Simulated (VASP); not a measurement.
Write the native input for VASP 6.6.1 that does the following.

* Task: single point
* Functional: PBE
* Potentials or basis: VASP PAW PBE potentials, release 64 (Si, Ge_d)
* Cutoff: 500 eV
* k mesh: 6 × 6 × 2
* Occupations: gaussian, width 0.1 eV
* Spin: no spin polarisation
* Dipole correction: no
* Further INCAR settings: ALGO = Normal; EDIFF = 1e-06; NBANDS = 21

The structure of Si3Ge lies in POSCAR:

```
Si3Ge
1.0
    2.8270737562      0.0000000000      0.0000000000
   -1.4135368781      2.4483176913      0.0000000000
    0.0000000000      0.0000000000      9.1821235477
Si Ge
3 1
Direct
    0.3333333333      0.6666666667      0.7294102018
    0.3333333333      0.6666666667      0.2705897982
    0.6666666667      0.3333333333      0.5000000000
    0.6666666667      0.3333333333      0.0000000000
```

The input as run:

INCAR

```
  PREC = Accurate
  ENCUT = 500
  EDIFF = 1E-6
  ISMEAR = 0
  SIGMA = 0.1
  LREAL = F
  LASPH = T
  NELM = 120
  ALGO = Normal
  ISIF = 2
  LWAVE = F
  LCHARG = T
  GGA = PE
  LELF = T
  LVHAR = T
  NBANDS = 21
  GGA_COMPAT = F
```

KPOINTS

```
regular mesh
0
Gamma
  6 6 2
```

Potentials or basis: VASP PAW PBE potentials, release 64 (Si, Ge_d).

Command:

```sh
$ cat potpaw_PBE.64/Si/POTCAR potpaw_PBE.64/Ge_d/POTCAR > POTCAR
$ mpirun -np 1 vasp_std > vasp.out
```

Results of the run:

| Item | Value |
| --- | --- |
| Pressure | -0.1 GPa |
| Largest force | 0.006 eV/Å |
| Band gap on the k mesh | zero (bands 13 and 14 overlap by 10.09 eV) |

Caveat: the k points lie up to 0.43 Å⁻¹ apart, too coarse for converged energies and pressures of a metal.

It took 25 s on 1 thread of Intel(R) Xeon(R) Platinum 8488C (Sapphire Rapids), on a shared host, peak memory 0.17 GiB.
